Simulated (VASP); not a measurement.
The system is BaTiO3.

```
Ba Ti O
1.0
     4.02629    0.00000    0.00000
     0.00000    4.02629    0.00000
     0.00000    0.00000    4.04461
Ba Ti O
1 1 3
Direct
  0.00000 0.00000 0.00000
  0.50000 0.50000 0.49000
  0.00000 0.50000 0.51700
  0.50000 0.00000 0.51700
  0.50000 0.50000 0.01900
```

Base run:

```yaml
Program: VASP 6.6.1
Functional: PBE
Potentials_or_basis: VASP PAW PBE potentials, release 64 (Ba_sv, Ti_sv, O)
Cutoff: 520 eV
k_mesh: 7 × 7 × 7
Occupations: fermi-dirac, width 0.05 eV
Spin: no spin polarisation
```

Its results: band gap on the k mesh 1.82 eV, indirect (least direct gap 2.03 eV); pressure 0.8 GPa; largest force 0.393 eV/Å.

Q: After a change of settings the same cell gave: band gap on the k mesh 1.85 eV, indirect (least direct gap 2.06 eV); pressure 3.9 GPa; largest force 0.391 eV/Å. Which change was it?
A. functional from PBE to revPBE
B. functional from PBE to r2SCAN; further incar settings from ALGO = Normal; EDIFF = 1e-06; NBANDS = 28 to ALGO = Normal; EDIFF = 1e-07; NBANDS = 28
C. functional from PBE to revPBE; dispersion from none to D4
D. functional from PBE to LDA; potentials or basis from VASP PAW PBE potentials, release 64 (Ba_sv, Ti_sv, O) to VASP PAW LDA potentials, release 64 (Ba_sv, Ti_sv, O)

A: A.

revPBE binds less tightly than PBE, so the same cell stands under more pressure.

Caveats: spin-orbit coupling is left out, which moves the levels of the heavy elements; the PAW data sets were made with another functional, which shifts forces and pressure a little (some runs).
